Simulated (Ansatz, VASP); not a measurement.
# Two plane-wave programs on SnTe

INCAR

```
SYSTEM = SnTe
ALGO = Normal ; EDIFF = 1E-7
ENCUT = 520 ; GGA = PE
ISIF = 2 ; ISMEAR = 0
LASPH = .TRUE. ; LCHARG = .TRUE.
LELF = .TRUE. ; LREAL = .FALSE.
LVHAR = .TRUE. ; LWAVE = .FALSE.
NBANDS = 17 ; NELM = 60
PREC = Accurate ; SIGMA = 0.03
```

File KPOINTS:

```
k-points
0
G
  10 10 10
  0 0 0
```

POSCAR

```
SnTe
1.0
    0.0000000000      3.2354125000      2.9986750000
    3.2354125000      0.0000000000      2.9986750000
    3.2354125000      3.2354125000      0.0000000000
Sn Te
1 1
Direct
    0.0000000000      0.0000000000      0.0000000000
    0.5000000000      0.5000000000      0.5000000000
```

Input for Ansatz:

```yaml
crystal:
  lattice:
    - [0.0, 3.2354125, 2.998675]
    - [3.2354125, 0.0, 2.998675]
    - [3.2354125, 3.2354125, 0.0]
  atoms:
    - { symbol: Sn, position: [0.0, 0.0, 0.0] }
    - { symbol: Te, position: [0.5, 0.5, 0.5] }
basis:
  ecutwfc: 420
kpoints:
  mp_grid: { grid: [10, 10, 10] }
hamiltonian:
  xc: pbe
scf:
  occupations: { method: gaussian, width: 0.03 }
output:
  forces: true
  stress: true
  eigenvalues: true
```

Change from the starting cell: strain +0.025 along x and y, -0.050 along z, atoms carried along.

Alike in both runs: task single point; functional PBE; k mesh 10 × 10 × 10; occupations gaussian, width 0.03 eV; no spin polarisation.

```csv
,VASP,Ansatz
version,VASP 6.6.1,Ansatz 0.2.0
potentials or method,"VASP PAW PBE potentials, release 64 (Sn_d, Te), cutoff 520 eV","scalar-relativistic, plane waves, PAW"
valence electrons in the cell,20,30
```

|  | VASP | Ansatz | Ansatz less VASP |
| --- | --- | --- | --- |
| gap on the k mesh at the Fermi level (eV) | 0.27 | 0.27 | +0.004 |
| least direct gap on the mesh (eV) | 0.33 | 0.34 | +0.002 |
| pressure (GPa) | 2.9 | 3.0 | +0.02 |
| traceless stress, the component that is largest in VASP (GPa) | 7.80 | 7.78 | -0.012 |

VASP's potentials hold 20 valence electrons a cell and Ansatz's 30, so a difference there can come from the potentials and not from the codes.

Neither program's run includes spin-orbit coupling.
